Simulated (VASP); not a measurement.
# V (Im-3m) in VASP: notebook

The runs below take V through single point, with PBE.

All numbers are computed with VASP 6.6.1; they aren't measurements. Logs are shortened: lines on timing, memory, paths and dates and some standing lists are left out, and cuts for length are marked.

### 1 The cell of the first run

The structure is cubic, space group Im-3m (No. 229). The conventional cell has a = 2.999 Å, b = 2.999 Å, c = 2.999 Å, α = 90.00°, β = 90.00°, γ = 90.00°. V (site symmetry m-3m) has 14 V at 2.60 to 3.00 Å within 3.4 Å.

### 2 Single point, PBE, collinear spin, ferromagnetic start

Input file INCAR:

```
PREC = Accurate
ENCUT = 500
EDIFF = 1E-6
ISMEAR = 0
SIGMA = 0.05
LREAL = False
LASPH = True
NELM = 200
ALGO = Normal
ISIF = 2
LWAVE = False
LCHARG = False
ISPIN = 2
MAGMOM = 0.05
LORBIT = 11
LMAXMIX = 4
GGA = PE
NBANDS = 16
GGA_COMPAT = False
```

Input file KPOINTS:

```
Automatic mesh
0
Gamma
  10 10 10
```

Input file POSCAR:

```
V
1.0
   -1.4995816875      1.4995816875      1.4995816875
    1.4995816875     -1.4995816875      1.4995816875
    1.4995816875      1.4995816875     -1.4995816875
V
1
Direct
    0.0000000000      0.0000000000      0.0000000000
```

Potentials or basis: VASP PAW PBE potentials, release 64 (V_sv).

On the command line:

```bash
> cat potpaw_PBE.64/V_sv/POTCAR > POTCAR
> mpirun -np 1 vasp_std > vasp.out
```

OUTCAR:

```text
PREC = Accurate
   ENCUT = 500
   EDIFF = 1E-6
   ISMEAR = 0
   LREAL = False
   LASPH = True
   NELM = 200
   ISIF = 2
   ISPIN = 2
   LORBIT = 11
   GGA = PE

 ion  position               nearest neighbor table
   1  0.000  0.000  0.000-

  LATTYP: Found a body centered cubic cell.
 ALAT       =     2.9991633750

  Lattice vectors:

 A1 = (  -1.4995816875,   1.4995816875,   1.4995816875)
 A2 = (   1.4995816875,  -1.4995816875,   1.4995816875)
 A3 = (   1.4995816875,   1.4995816875,  -1.4995816875)

Analysis of symmetry for initial positions (statically):
=====================================================================
 Subroutine PRICEL returns:
 Original cell was already a primitive cell.

 Routine SETGRP: Setting up the symmetry group for a
 body centered cubic supercell.

 Subroutine GETGRP returns: Found 48 space group operations
 (whereof 48 operations were pure point group operations)
 out of a pool of 48 trial point group operations.

The static configuration has the point symmetry O_h .

Analysis of symmetry for dynamics (positions and initial velocities):
=====================================================================
 Subroutine PRICEL returns:
 Original cell was already a primitive cell.

 Routine SETGRP: Setting up the symmetry group for a
 body centered cubic supercell.

 Subroutine GETGRP returns: Found 48 space group operations
 (whereof 48 operations were pure point group operations)
 out of a pool of 48 trial point group operations.

The dynamic configuration has the point symmetry O_h .

Analysis of structural, dynamic, and magnetic symmetry:
=====================================================================
 Subroutine PRICEL returns:
 Original cell was already a primitive cell.

 Routine SETGRP: Setting up the symmetry group for a
 body centered cubic supercell.

 Subroutine GETGRP returns: Found 48 space group operations
 (whereof 48 operations were pure point group operations)
 out of a pool of 48 trial point group operations.

The overall configuration has the point symmetry O_h .

 Subroutine INISYM returns: Found 48 space group operations
 (whereof 48 operations are pure point group operations),
 and found     1 'primitive' translations

----------------------------------------------------------------------------------------

                                     Primitive cell

  volume of cell :      13.4887

  direct lattice vectors                    reciprocal lattice vectors
[... 95 lines left out ...]
   PSTRESS=    0.0 pullay stress
   NELECT =      13.0000    total number of electrons
   NUPDOWN=      -1.0000    fix difference up-down
   EMIN   =  10.00;   EMAX   =-10.00  energy-range for DOS
   EFERMI =   0.00;   METHOD = LEGACY
   ISMEAR =     0;   SIGMA  =   0.05  broadening in eV -4-tet -1-fermi 0-gaus
   EFERMI_NEDOS =   21; number of points for ismear=-14 and -15
   IALGO  =     38    algorithm
   IMIX   =      4    mixing-type and parameters
     AMIX     =   0.40;   BMIX     =  1.00
     AMIX_MAG =   1.60;   BMIX_MAG =  1.00
  volume/ion in A,a.u.               =      13.49        91.03
  Fermi-wavevector in a.u.,A,eV,Ry     =   1.617084  3.055845 35.578685  2.614960
  Thomas-Fermi vector in A             =   2.711566
   LORBIT       =     11    0 simple, 1 ext, 2 COOP (PROOUT), +10 PAW based schemes
   GGA     = PE    functional components
   LHFCALC =     F    Hartree Fock is set to
   AEXX    =    0.0000 exact exchange contribution
   IVDW    =     0    specifies the selected vdW correction
   LEPSILON=     F    determine dielectric tensor
   LRPA    =     F    only Hartree local field effects (RPA)
 spin polarized calculation
 Gauss-broadening in eV      SIGMA  =   0.05
  energy-cutoff  :      500.00
  volume of cell :       13.49
 maximum number of plane-waves:       370
   NGX =  9   NGY =  9   NGZ =  9

 number of electron      12.9999990 magnetization       0.0013998

 number of electron      12.9999990 magnetization      -0.0000107

 Free energy of the ion-electron system (eV)
  ---------------------------------------------------
  ext. energy  EPLUGINS =         0.00000000
  ---------------------------------------------------
  free energy    TOTEN  =        -8.99208104 eV

  energy without entropy =       -8.98995792  energy(sigma->0) =       -8.99101948

 E-fermi :   9.6786     XC(G=0): -12.9048

 val. band max:        9.6770512730   @ k =   0.1000   0.1000   0.0000
 cond. band min:       9.7063909631   @ k =  -0.4000   0.4000   0.1000
 fundamental gap:      0.0293396901
 Fermi energy:         9.6786195160

 spin component 1

 k-point     1 :       0.0000    0.0000    0.0000
  band No.  band energies     occupation
      1     -54.0935      1.00000
      2     -27.3941      1.00000
      3     -27.3941      1.00000
      4     -27.3941      1.00000
      5       3.1046      1.00000
      6      10.0591      0.00000
[... 435 lines left out ...]
      5       6.1560      1.00000
      6       9.3029      1.00000
[... 8 lines left out ...]
     15      35.1284      0.00000
     16      37.2418      0.00000

 [... further k-points ...]

 spin component 2

 k-point     1 :       0.0000    0.0000    0.0000
  band No.  band energies     occupation
      1     -54.0940      1.00000
      2     -27.3945      1.00000
      3     -27.3945      1.00000
      4     -27.3945      1.00000
      5       3.1046      1.00000
      6      10.0592      0.00000
[... 435 lines left out ...]
      5       6.1560      1.00000
      6       9.3030      1.00000
[... 8 lines left out ...]
     15      35.1283      0.00000
     16      37.2419      0.00000

 [... further k-points ...]
[... 5 lines left out ...]
  --------------------------------------------------------------------------------------
  -------------------------------------------------------------------------------------
  Total        0.0688277      0.0688277      0.0688277      0.0000000      0.0000000     -0.0000000
  in kB        8.1752955      8.1752955      8.1752955      0.0000000      0.0000000     -0.0000000
  external PRESSURE =       8.1752955 kB  Pullay stress =       0.0000000 kB

 VOLUME and BASIS-vectors are now :
 -----------------------------------------------------------------------------
  energy-cutoff  :      500.00
  volume of cell :       13.49
      direct lattice vectors                 reciprocal lattice vectors
    -1.499581688  1.499581688  1.499581688     0.000000000  0.333426318  0.333426318
     1.499581688 -1.499581688  1.499581688     0.333426318  0.000000000  0.333426318
     1.499581688  1.499581688 -1.499581688     0.333426318  0.333426318  0.000000000

 POSITION                                       TOTAL-FORCE (eV/Angst)
 -----------------------------------------------------------------------------------
      0.00000      0.00000      0.00000        -0.000000      0.000000     -0.000000
 -----------------------------------------------------------------------------------
    total drift:                                0.000000     -0.000000     -0.000000

  FREE ENERGIE OF THE ION-ELECTRON SYSTEM (eV)
  ---------------------------------------------------
  free  energy   TOTEN  =        -8.9920810408 eV

  energy  without entropy=       -8.9899579189  energy(sigma->0) =       -8.99101948

 total charge

# of ion       s       p       d       tot
------------------------------------------
    1        2.342   6.232   3.064  11.638

 magnetization (x)

# of ion       s       p       d       tot
------------------------------------------
    1        0.000   0.000   0.000   0.000
```

OSZICAR:

```text
N       E                     dE             d eps       ncg     rms          rms(c)
DAV:   1     0.886719922036E+02    0.88672E+02   -0.63789E+03  3064   0.865E+02
DAV:   2    -0.894140577763E+01   -0.97613E+02   -0.93605E+02  3352   0.265E+02
DAV:   3    -0.103854423611E+02   -0.14440E+01   -0.14424E+01  3416   0.350E+01
DAV:   4    -0.103909555486E+02   -0.55132E-02   -0.55131E-02  3608   0.227E+00
DAV:   5    -0.103910025415E+02   -0.46993E-04   -0.46993E-04  3408   0.196E-01    0.183E+01
DAV:   6    -0.902206188229E+01    0.13689E+01   -0.15265E+00  3056   0.223E+01    0.162E+00
DAV:   7    -0.900109800068E+01    0.20964E-01   -0.17986E-02  3328   0.141E+00    0.865E-01
DAV:   8    -0.899198241263E+01    0.91156E-02   -0.54200E-03  3424   0.871E-01    0.152E-01
DAV:   9    -0.899206202898E+01   -0.79616E-04   -0.88207E-05  3392   0.105E-01    0.873E-02
DAV:  10    -0.899208149570E+01   -0.19467E-04   -0.24069E-06  3232   0.153E-02    0.243E-02
DAV:  11    -0.899208104079E+01    0.45491E-06   -0.25009E-06  3120   0.139E-02
   1 F= -.89920810E+01 E0= -.89910195E+01  d E =-.212312E-02  mag=     0.0000
```

stdout:

```text
POSCAR found type information on POSCAR V
 POSCAR found :  1 types and       1 ions
 scaLAPACK will be used
 LDA part: xc-table for (Slater+PW92), standard interpolation
 POSCAR, INCAR and KPOINTS ok, starting setup
 FFT: planning ... GRIDC
 FFT: planning ... GRID_SOFT
 FFT: planning ... GRID
 WAVECAR not read
 entering main loop
```

Run time: 9.4 s. Hardware: 1 thread of AMD EPYC 9R45 (Zen 5), shared host; peak memory 0.11 GiB.

What came out:

```
Free energy                                           : -8.9921 eV
Pressure                                              : 0.8 GPa
Net moment                                            : 0.00 μB per cell
Valence electrons inside the program's atomic spheres : V 11.64
```

### 3 Single point, PBE, collinear spin, ferromagnetic start

This run uses another cell than the first one, of 13.54 Å³/atom, 1.004 times its volume.

Input file INCAR:

```
SYSTEM = V
PREC = Accurate ; ENCUT = 500
EDIFF = 1E-6 ; ISMEAR = 0
SIGMA = 0.05 ; LREAL = .False.
LASPH = .True. ; NELM = 200
ALGO = Normal ; ISIF = 2
LWAVE = .False. ; LCHARG = .False.
ISPIN = 2 ; MAGMOM = 0.05
LORBIT = 11 ; LMAXMIX = 4
GGA = PE ; NBANDS = 16
GGA_COMPAT = .False.
```

Input file KPOINTS:

```
Automatic mesh
0
Gamma
  10 10 10
  0 0 0
```

Input file POSCAR:

```
V
1.0
   -1.5014270660      1.5014270660      1.5014270660
    1.5014270660     -1.5014270660      1.5014270660
    1.5014270660      1.5014270660     -1.5014270660
V
1
Direct
    0.0000000000      0.0000000000      0.0000000000
```

Potentials or basis: VASP PAW PBE potentials, release 64 (V_sv).

On the command line:

```bash
> cat potpaw_PBE.64/V_sv/POTCAR > POTCAR
> mpirun -np 1 vasp_std > vasp.out
```

OUTCAR:

```text
SYSTEM = V
   PREC = Accurate
   ENCUT = 500
   EDIFF = 1E-6
   ISMEAR = 0
   LREAL = .False.
   LASPH = .True.
   NELM = 200
   ISIF = 2
   ISPIN = 2
   LORBIT = 11
   GGA = PE

 ion  position               nearest neighbor table
   1  0.000  0.000  0.000-

  LATTYP: Found a body centered cubic cell.
 ALAT       =     3.0028541320

  Lattice vectors:

 A1 = (  -1.5014270660,   1.5014270660,   1.5014270660)
 A2 = (   1.5014270660,  -1.5014270660,   1.5014270660)
 A3 = (   1.5014270660,   1.5014270660,  -1.5014270660)

Analysis of symmetry for initial positions (statically):
=====================================================================
 Subroutine PRICEL returns:
 Original cell was already a primitive cell.

 Routine SETGRP: Setting up the symmetry group for a
 body centered cubic supercell.

 Subroutine GETGRP returns: Found 48 space group operations
 (whereof 48 operations were pure point group operations)
 out of a pool of 48 trial point group operations.

The static configuration has the point symmetry O_h .

Analysis of symmetry for dynamics (positions and initial velocities):
=====================================================================
 Subroutine PRICEL returns:
 Original cell was already a primitive cell.

 Routine SETGRP: Setting up the symmetry group for a
 body centered cubic supercell.

 Subroutine GETGRP returns: Found 48 space group operations
 (whereof 48 operations were pure point group operations)
 out of a pool of 48 trial point group operations.

The dynamic configuration has the point symmetry O_h .

Analysis of structural, dynamic, and magnetic symmetry:
=====================================================================
 Subroutine PRICEL returns:
 Original cell was already a primitive cell.

 Routine SETGRP: Setting up the symmetry group for a
 body centered cubic supercell.

 Subroutine GETGRP returns: Found 48 space group operations
 (whereof 48 operations were pure point group operations)
 out of a pool of 48 trial point group operations.

The overall configuration has the point symmetry O_h .

 Subroutine INISYM returns: Found 48 space group operations
 (whereof 48 operations are pure point group operations),
 and found     1 'primitive' translations

----------------------------------------------------------------------------------------

                                     Primitive cell

  volume of cell :      13.5386

  direct lattice vectors                    reciprocal lattice vectors
    -1.501427066  1.501427066  1.501427066     0.000000000  0.333016509  0.333016509
     1.501427066 -1.501427066  1.501427066     0.333016509  0.000000000  0.333016509
     1.501427066  1.501427066 -1.501427066     0.333016509  0.333016509  0.000000000

  length of vectors
     2.600547962  2.600547962  2.600547962     0.470956463  0.470956463  0.470956463

  position of ions in fractional coordinates (direct lattice)
     0.000000000  0.000000000  0.000000000

  ion indices of the primitive-cell ions
   primitive index   ion index
                 1           1

----------------------------------------------------------------------------------------

[... 51 lines left out ...]
   k-points           NKPTS =     47   k-points in BZ     NKDIM =     47   number of bands    NBANDS=     16
   number of dos      NEDOS =    301   number of ions     NIONS =      1
   total plane-waves  NPLWV =   8000
   dimension x,y,z NGX =    20 NGY =   20 NGZ =   20
   dimension x,y,z NGXF=    40 NGYF=   40 NGZF=   40
   ions per type =               1
   NGX,Y,Z   is equivalent  to a cutoff of  12.79, 12.79, 12.79 a.u.
   NGXF,Y,Z  is equivalent  to a cutoff of  25.57, 25.57, 25.57 a.u.
 SYSTEM =  V
   PREC   = accura    normal or accurate (medium, high low for compatibility)
   ISTART =      0    job   : 0-new  1-cont  2-samecut
   ICHARG =      2    charge: 1-file 2-atom 10-const
   ISPIN  =      2    spin polarized calculation?
   LNONCOLLINEAR =      F non collinear calculations
   LSORBIT =      F    spin-orbit coupling
   LASPH  =      T    aspherical Exc in radial PAW
   ENCUT  =  500.0 eV  36.75 Ry    6.06 a.u.   4.74  4.74  4.74*2*pi/ulx,y,z
   NELM   =    200;   NELMIN=  2; NELMDL= -5     # of ELM steps
   EDIFF  = 0.1E-05   stopping-criterion for ELM
   LREAL  =      F    real-space projection
   EDIFFG = 0.1E-04   stopping-criterion for IOM
   NSW    =      0    number of steps for IOM
   IBRION =     -1    ionic relax: 0-MD 1-quasi-New 2-CG
   NFREE  =      0    steps in history (QN), initial steepest desc. (CG)
   ISIF   =      2    stress and relaxation
   ISYM   =      2    0-nonsym 1-usesym 2-fastsym
   POTIM  = 0.5000    time-step for ionic-motion
   TEBEG  =    0.0;   TEEND  =   0.0 temperature during run
   PSTRESS=    0.0 pullay stress
   NELECT =      13.0000    total number of electrons
   NUPDOWN=      -1.0000    fix difference up-down
   EMIN   =  10.00;   EMAX   =-10.00  energy-range for DOS
   EFERMI =   0.00;   METHOD = LEGACY
   ISMEAR =     0;   SIGMA  =   0.05  broadening in eV -4-tet -1-fermi 0-gaus
   EFERMI_NEDOS =   21; number of points for ismear=-14 and -15
   IALGO  =     38    algorithm
   IMIX   =      4    mixing-type and parameters
     AMIX     =   0.40;   BMIX     =  1.00
     AMIX_MAG =   1.60;   BMIX_MAG =  1.00
  volume/ion in A,a.u.               =      13.54        91.36
  Fermi-wavevector in a.u.,A,eV,Ry     =   1.615096  3.052089 35.491280  2.608536
  Thomas-Fermi vector in A             =   2.709899
   LORBIT       =     11    0 simple, 1 ext, 2 COOP (PROOUT), +10 PAW based schemes
   GGA     = PE    functional components
   LHFCALC =     F    Hartree Fock is set to
   AEXX    =    0.0000 exact exchange contribution
   IVDW    =     0    specifies the selected vdW correction
   LEPSILON=     F    determine dielectric tensor
   LRPA    =     F    only Hartree local field effects (RPA)
 spin polarized calculation
 Gauss-broadening in eV      SIGMA  =   0.05
  energy-cutoff  :      500.00
  volume of cell :       13.54
 maximum number of plane-waves:       370
   NGX =  9   NGY =  9   NGZ =  9

 number of electron      12.9999990 magnetization      -0.0000941

 number of electron      12.9999990 magnetization       0.0000157

 Free energy of the ion-electron system (eV)
  ---------------------------------------------------
  ext. energy  EPLUGINS =         0.00000000
  ---------------------------------------------------
  free energy    TOTEN  =        -8.99227826 eV

  energy without entropy =       -8.99016591  energy(sigma->0) =       -8.99122208

 E-fermi :   9.6325     XC(G=0): -12.8848

 val. band max:        9.6324288064   @ k =   0.1000   0.1000   0.0000
 cond. band min:       9.6576412689   @ k =  -0.4000   0.4000   0.1000
 fundamental gap:      0.0252124625
 Fermi energy:         9.6325132594

 spin component 1

 k-point     1 :       0.0000    0.0000    0.0000
  band No.  band energies     occupation
      1     -54.1439      1.00000
      2     -27.4503      1.00000
      3     -27.4503      1.00000
      4     -27.4503      1.00000
      5       3.0668      1.00000
      6      10.0124      0.00000
[... 435 lines left out ...]
      5       6.1133      1.00000
      6       9.2602      1.00000
[... 8 lines left out ...]
     15      35.0162      0.00000
     16      37.1235      0.00000

 [... further k-points ...]

 spin component 2

 k-point     1 :       0.0000    0.0000    0.0000
  band No.  band energies     occupation
      1     -54.1443      1.00000
      2     -27.4507      1.00000
      3     -27.4507      1.00000
      4     -27.4507      1.00000
      5       3.0668      1.00000
      6      10.0125      0.00000
[... 435 lines left out ...]
      5       6.1133      1.00000
      6       9.2602      1.00000
[... 8 lines left out ...]
     15      35.0161      0.00000
     16      37.1235      0.00000

 [... further k-points ...]
[... 5 lines left out ...]
  --------------------------------------------------------------------------------------
  -------------------------------------------------------------------------------------
  Total        0.0107959      0.0107959      0.0107959      0.0000000      0.0000000      0.0000000
  in kB        1.2776037      1.2776037      1.2776037      0.0000000      0.0000000      0.0000000
  external PRESSURE =       1.2776037 kB  Pullay stress =       0.0000000 kB

 VOLUME and BASIS-vectors are now :
 -----------------------------------------------------------------------------
  energy-cutoff  :      500.00
  volume of cell :       13.54
      direct lattice vectors                 reciprocal lattice vectors
    -1.501427066  1.501427066  1.501427066     0.000000000  0.333016509  0.333016509
     1.501427066 -1.501427066  1.501427066     0.333016509  0.000000000  0.333016509
     1.501427066  1.501427066 -1.501427066     0.333016509  0.333016509  0.000000000

 POSITION                                       TOTAL-FORCE (eV/Angst)
 -----------------------------------------------------------------------------------
      0.00000      0.00000      0.00000        -0.000000     -0.000000     -0.000000
 -----------------------------------------------------------------------------------
    total drift:                                0.000000     -0.000000      0.000000

  FREE ENERGIE OF THE ION-ELECTRON SYSTEM (eV)
  ---------------------------------------------------
  free  energy   TOTEN  =        -8.9922782556 eV

  energy  without entropy=       -8.9901659126  energy(sigma->0) =       -8.99122208

 total charge

# of ion       s       p       d       tot
------------------------------------------
    1        2.341   6.231   3.061  11.632

 magnetization (x)

# of ion       s       p       d       tot
------------------------------------------
    1        0.000   0.000   0.000   0.000
```

It took 9.3 s on 1 thread of AMD EPYC 9R45 (Zen 5), shared host; peak memory 0.11 GiB.

Results:

| Quantity | Value |
| --- | --- |
| Free energy | -8.9923 eV |
| Pressure | 0.1 GPa |
| Net moment | 0.00 μB per cell |
| Valence electrons inside the program's atomic spheres | V 11.63 |
